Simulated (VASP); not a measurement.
C:

```
C
1.0
     0.00000    1.78010    1.78010
     1.78010    0.00000    1.78010
     1.78010    1.78010    0.00000
C
2
Direct
  0.00000 0.00000 0.00000
  0.25000 0.25000 0.25000
```

Base run:

* Program: VASP 6.6.1
* Functional: r2SCAN
* Potentials or basis: VASP PAW PBE potentials, release 64 (C_h)
* Cutoff: 910 eV
* k mesh: 12 × 12 × 12
* Occupations: gaussian, width 0.05 eV
* Spin: no spin polarisation

Its results: band gap on the k mesh 4.39 eV, indirect (least direct gap 5.89 eV); pressure -0.8 GPa.

Q: The run is repeated on the same cell with these changes: potentials or basis from VASP PAW PBE potentials, release 64 (C_h) to VASP PAW PBE potentials, release 64 (C); cutoff from 910 eV to 520 eV; further incar settings from ALGO = Normal; EDIFF = 1e-06; NBANDS = 11 to ALGO = Normal; EDIFF = 1e-07; NBANDS = 11. What comes out?

A: Band gap on the k mesh 4.36 eV, indirect (least direct gap 5.85 eV); pressure 1.1 GPa.

Caveats: the PAW data sets were made with another functional, which shifts forces and pressure a little; the cutoff is under 1.25 times the usual one of these potentials, so pressure, stress and relaxed cells hold a basis-set (Pulay) error (some runs).

A k mesh can miss the band edges.
